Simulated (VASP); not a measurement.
Runs of VASP 6.6.1 on P. The structure is that of space group P6/mmm (No. 191), or close to it. The cells are those of the table. The cell was generated, and may not be a known phase.

```tsv
task	cell	k mesh	cutoff (eV)	gap on the mesh (eV)	pressure (GPa)	relaxed volume (Å³/atom)
single point	a = 2.697, b = 2.697, c = 2.453 Å, angles 90.0, 90.0, 122.5°, 1 atom	6 × 6 × 6	520	none	-0.1	-
relaxation of cell and atoms	relaxed from a = 2.697, b = 2.697, c = 2.453 Å, angles 90.0, 90.0, 122.5°, 1 atom	24 × 24 × 22	600	none	0.0	14.75
relaxation of cell and atoms	relaxed from a = 3.016, b = 3.016, c = 2.627 Å, angles 90.0, 90.0, 121.4°, 1 atom	6 × 6 × 6	600	none	0.1	(a)
single point	a = 3.016, b = 3.016, c = 2.627 Å, angles 90.0, 90.0, 121.4°, 1 atom	6 × 6 × 6	520	none	-14.5	-
```

Alike in all rows: level PBE; potentials or basis VASP PAW PBE potentials, release 64 (P); no spin polarisation; smearing gaussian 0.1 eV.

**Question.** Estimate the missing entries.

**Answer.** (a) 14.54.

Caveats: some runs use coarse meshes; the volume moved by over 15 % at a fixed basis, so the end points are rough (at least some runs).

A gap of «none» marks levels without a gap at the run's occupations.
